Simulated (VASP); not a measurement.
A run of VASP 6.6.1 is set up as follows.

INCAR

```
SYSTEM = RbBr
PREC = Accurate
ENCUT = 520
EDIFF = 1E-8
ISMEAR = 0
SIGMA = 0.01
LREAL = .FALSE.
LASPH = .TRUE.
NELM = 60
ALGO = Normal
ISIF = 2
LWAVE = .FALSE.
LCHARG = .TRUE.
GGA = PS
IBRION = 8
NSW = 1
LEPSILON = .TRUE.
```

Contents of KPOINTS:

```
regular mesh
0
G
  6 6 6
  0 0 0
```

File POSCAR:

```
RbBr
1.0
    0.0000000000      3.4249234695      3.4249234695
    3.4249234695      0.0000000000      3.4249234695
    3.4249234695      3.4249234695      0.0000000000
Rb Br
1 1
Direct
    0.0000000000      0.0000000000      0.0000000000
    0.5000000000      0.5000000000      0.5000000000
```

Potentials or basis: VASP PAW PBE potentials, release 64 (Rb_sv, Br).

Launch:

```console
$ cat potpaw_PBE.64/Rb_sv/POTCAR potpaw_PBE.64/Br/POTCAR > POTCAR
$ mpirun -np 1 vasp_std > vasp.out
```

Task: Estimate the electronic dielectric tensor (diagonal).

Result: 2.59.

Task: Predict the Born charges (mean of the diagonal).

Result: Rb +1.16; Br -1.16 e.

Task: What does it give for the highest phonon frequency at Γ, LO-TO splitting left out?

Result: 85 cm⁻¹.

Phonon frequencies in cm⁻¹ (negative: imaginary):
```tsv
q point	frequencies
(0.000, 0.000, 0.000)	0 0 0 85 85 85
```
